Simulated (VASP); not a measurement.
# Ca3H2 (P-3m1) in VASP: further runs, part 2 of 2

VASP 6.6.1. The steps go on from the part before.

## Step 4: Single point, PBE

This run uses another cell than the first one, of 27.08 Å³/atom, 1.457 times its volume.

INCAR

```
PREC = Accurate
ENCUT = 520
EDIFF = 1E-6
ISMEAR = 0
SIGMA = 0.1
LREAL = False
LASPH = True
NELM = 100
ALGO = Normal
ISIF = 2
LWAVE = False
LCHARG = True
GGA = PE
LELF = True
LVHAR = True
NBANDS = 24
```

KPOINTS

```
Automatic mesh
0
Gamma
  6 6 10
```

POSCAR

```
Ca3H2
1.0
    6.0334469609      0.0000000000      0.0000000000
   -3.0167234805      5.2251183405      0.0000000000
    0.0000000000      0.0000000000      4.2952883745
Ca H
3 2
Direct
    0.0000000000      0.0000000000      0.0000000000
    0.3333333333      0.6666666667      0.5912126484
    0.6666666667      0.3333333333      0.4087873516
    0.3333333333      0.6666666667      0.0894755583
    0.6666666667      0.3333333333      0.9105244417
```

Potentials or basis: VASP PAW PBE potentials, release 64 (Ca_sv, H).

On the command line:

```sh
cat potpaw_PBE.64/Ca_sv/POTCAR potpaw_PBE.64/H/POTCAR > POTCAR
mpirun -np 1 vasp_std > vasp.out
```

OUTCAR:

```text
PREC = Accurate
   ENCUT = 520
   EDIFF = 1E-6
   ISMEAR = 0
   LREAL = False
   LASPH = True
   NELM = 100
   ISIF = 2
   GGA = PE

 ion  position               nearest neighbor table
   1  0.000  0.000  0.000-
   2  0.333  0.667  0.591-
   3  0.667  0.333  0.409-
   4  0.333  0.667  0.089-
   5  0.667  0.333  0.911-

  LATTYP: Found a hexagonal cell.
 ALAT       =     6.0334469609
 C/A-ratio  =     0.7119128423

  Lattice vectors:

 A1 = (   6.0334469609,   0.0000000000,   0.0000000000)
 A2 = (  -3.0167234805,   5.2251183405,   0.0000000000)
 A3 = (   0.0000000000,   0.0000000000,   4.2952883745)

Analysis of symmetry for initial positions (statically):
=====================================================================
 Subroutine PRICEL returns:
 Original cell was already a primitive cell.

 Routine SETGRP: Setting up the symmetry group for a
 hexagonal supercell.

 Subroutine GETGRP returns: Found 12 space group operations
 (whereof 12 operations were pure point group operations)
 out of a pool of 24 trial point group operations.

The static configuration has the point symmetry D_3d.

Analysis of symmetry for dynamics (positions and initial velocities):
=====================================================================
 Subroutine PRICEL returns:
 Original cell was already a primitive cell.

 Routine SETGRP: Setting up the symmetry group for a
 hexagonal supercell.

 Subroutine GETGRP returns: Found 12 space group operations
 (whereof 12 operations were pure point group operations)
 out of a pool of 24 trial point group operations.

The dynamic configuration has the point symmetry D_3d.

 Subroutine INISYM returns: Found 12 space group operations
 (whereof 12 operations are pure point group operations),
 and found     1 'primitive' translations

[... 121 lines left out ...]
  volume/ion in A,a.u.               =      27.08       182.76
  Fermi-wavevector in a.u.,A,eV,Ry     =   1.012139  1.912665 13.938154  1.024425
  Thomas-Fermi vector in A             =   2.145231
   LORBIT       =      0    0 simple, 1 ext, 2 COOP (PROOUT), +10 PAW based schemes
   GGA     = PE    functional components
   LHFCALC =     F    Hartree Fock is set to
   AEXX    =    0.0000 exact exchange contribution
   IVDW    =     0    specifies the selected vdW correction
   LEPSILON=     F    determine dielectric tensor
   LRPA    =     F    only Hartree local field effects (RPA)
 non-spin polarized calculation
 Gauss-broadening in eV      SIGMA  =   0.10
  energy-cutoff  :      520.00
  volume of cell :      135.41
 maximum number of plane-waves:      3736
 NGX is ok and might be reduce to    48
   NGX = 23   NGY = 23   NGZ = 15

 number of electron      32.0000001 magnetization

 Free energy of the ion-electron system (eV)
  ---------------------------------------------------
  ext. energy  EPLUGINS =         0.00000000
  ---------------------------------------------------
  free energy    TOTEN  =       -12.04687798 eV

  energy without entropy =      -12.02738038  energy(sigma->0) =      -12.03712918

 E-fermi :   1.9210     XC(G=0):  -7.6964

 val. band max:        1.9070410633   @ k =   0.0000   0.1667   0.2000
 cond. band min:       1.9276736127   @ k =  -0.1667   0.5000   0.4000
 fundamental gap:      0.0206325494
 Fermi energy:         1.9209600414

 k-point     1 :       0.0000    0.0000    0.0000
  band No.  band energies     occupation
      1     -40.7522      2.00000
      2     -39.7656      2.00000
      3     -39.7427      2.00000
      4     -21.7681      2.00000
      5     -21.7681      2.00000
      6     -21.6108      2.00000
[... 637 lines left out ...]
     23       4.1633      0.00000
     24       4.5421      0.00000

 [... further k-points ...]

------------------------ aborting loop because EDIFF is reached ----------------------------------------

  FORCE on cell =-STRESS in cart. coord.  units (eV):
  Direction    XX          YY          ZZ          XY          YZ          ZX
  --------------------------------------------------------------------------------------
  -------------------------------------------------------------------------------------
  Total       -0.0013387     -0.0013387      0.0883316      0.0000000     -0.0000000     -0.0000000
  in kB       -0.0158390     -0.0158390      1.0451364      0.0000000     -0.0000000     -0.0000000
  external PRESSURE =       0.3378195 kB  Pullay stress =       0.0000000 kB

 VOLUME and BASIS-vectors are now :
 -----------------------------------------------------------------------------
  energy-cutoff  :      520.00
  volume of cell :      135.41
      direct lattice vectors                 reciprocal lattice vectors
     6.033446961  0.000000000  0.000000000     0.165742735  0.095691613  0.000000000
    -3.016723481  5.225118340  0.000000000     0.000000000  0.191383225  0.000000000
     0.000000000  0.000000000  4.295288375     0.000000000  0.000000000  0.232813239

 POSITION                                       TOTAL-FORCE (eV/Angst)
 -----------------------------------------------------------------------------------
      0.00000      0.00000      0.00000         0.000000      0.000000      0.000000
     -0.00000      3.48341      2.53943        -0.000000     -0.000000      0.000875
      3.01672      1.74171      1.75586         0.000000      0.000000     -0.000875
     -0.00000      3.48341      0.38432         0.000000      0.000000      0.002250
      3.01672      1.74171      3.91097         0.000000     -0.000000     -0.002250
 -----------------------------------------------------------------------------------
    total drift:                               -0.000000      0.000000     -0.000000

  FREE ENERGIE OF THE ION-ELECTRON SYSTEM (eV)
  ---------------------------------------------------
  free  energy   TOTEN  =       -12.0468779787 eV

  energy  without entropy=      -12.0273803827  energy(sigma->0) =      -12.03712918
```

OSZICAR:

```text
N       E                     dE             d eps       ncg     rms          rms(c)
DAV:   1     0.283511522733E+03    0.28351E+03   -0.15115E+04  2608   0.121E+03
DAV:   2     0.264158648970E+01   -0.28087E+03   -0.27525E+03  2832   0.353E+02
DAV:   3    -0.120359160898E+02   -0.14678E+02   -0.14187E+02  4616   0.643E+01
DAV:   4    -0.133780292897E+02   -0.13421E+01   -0.13261E+01  4096   0.165E+01
DAV:   5    -0.134230782795E+02   -0.45049E-01   -0.45038E-01  3992   0.318E+00    0.682E+00
DAV:   6    -0.122674418341E+02    0.11556E+01   -0.11873E+00  3504   0.453E+00    0.353E+00
DAV:   7    -0.120322929680E+02    0.23515E+00   -0.10617E+00  3512   0.407E+00    0.104E+00
DAV:   8    -0.120634647455E+02   -0.31172E-01   -0.31367E-01  3592   0.211E+00    0.556E-01
DAV:   9    -0.120474897021E+02    0.15975E-01   -0.35676E-02  3400   0.773E-01    0.203E-01
DAV:  10    -0.120469495438E+02    0.54016E-03   -0.11117E-02  3952   0.352E-01    0.107E-01
DAV:  11    -0.120469062544E+02    0.43289E-04   -0.54007E-04  4168   0.866E-02    0.907E-02
DAV:  12    -0.120468559712E+02    0.50283E-04   -0.56617E-04  3376   0.110E-01    0.395E-02
DAV:  13    -0.120468879484E+02   -0.31977E-04   -0.11097E-04  4136   0.534E-02    0.293E-02
DAV:  14    -0.120468813500E+02    0.65984E-05   -0.16583E-05  3576   0.235E-02    0.112E-02
DAV:  15    -0.120468772586E+02    0.40914E-05   -0.11675E-05  3888   0.175E-02    0.810E-03
DAV:  16    -0.120468779787E+02   -0.72014E-06   -0.11463E-06  2712   0.588E-03
   1 F= -.12046878E+02 E0= -.12037129E+02  d E =-.194976E-01
```

It took 2.8 min on 1 thread of Intel Xeon Platinum 8488C (Sapphire Rapids), shared host; peak memory 0.35 GiB.

Results:

| Item | Value |
| --- | --- |
| Free energy | -12.0469 eV |
| Pressure | 0.0 GPa |
| Band gap on the k mesh | zero (band 16 reaches 2.26 eV, above the bottom of band 17 at 1.38 eV) |

Forces in eV/Å, atoms in the order of the input:
```
Ca   0.000  0.000  0.000
Ca   0.000  0.000  0.001
Ca   0.000  0.000 -0.001
H    0.000  0.000  0.002
H    0.000  0.000 -0.002
```

Levels at points of the mesh, in eV from the Fermi level:
```csv
k point,band 12,band 13,band 14,band 15,band 16,band 17,band 18,band 19,band 20,band 21
"(0.00, 0.00, 0.00)",-22.52,-5.42,-3.60,-1.59,0.34,0.34,0.40,0.40,1.90,1.94
"(0.50, 0.00, 0.00)",-22.52,-4.70,-4.28,-1.97,-0.18,0.22,0.57,1.49,1.53,1.60
"(0.00, 0.00, 0.50)",-22.57,-4.00,-2.78,-1.29,0.13,0.13,0.55,0.55,1.28,1.28
"(0.50, 0.00, 0.50)",-22.57,-3.40,-3.11,-1.07,-0.60,0.17,0.43,0.55,1.00,1.38
```

## Step 5: The runs side by side

| cell | k mesh | gap on the mesh (eV) | pressure (GPa) | largest force (eV/Å) |
| --- | --- | --- | --- | --- |
| a = 4.463, b = 4.463, c = 5.388 Å, angles 90.0, 90.0, 120.0°, 5 atoms | 6 × 6 × 4 | none | 5.3 | 0.74 |
| a = 5.688, b = 5.688, c = 4.413 Å, angles 90.0, 90.0, 120.0°, 5 atoms | 6 × 6 × 4 | none | 0.0 | 0.01 |
| a = 6.033, b = 6.033, c = 4.295 Å, angles 90.0, 90.0, 120.0°, 5 atoms | 6 × 6 × 10 | none | 0.0 | - |

Alike in all rows: task single point; level PBE; potentials or basis VASP PAW PBE potentials, release 64 (Ca_sv, H); no spin polarisation; cutoff (eV) 520; smearing gaussian 0.1 eV.

Absolute energies hang on the potentials; compare differences alone.
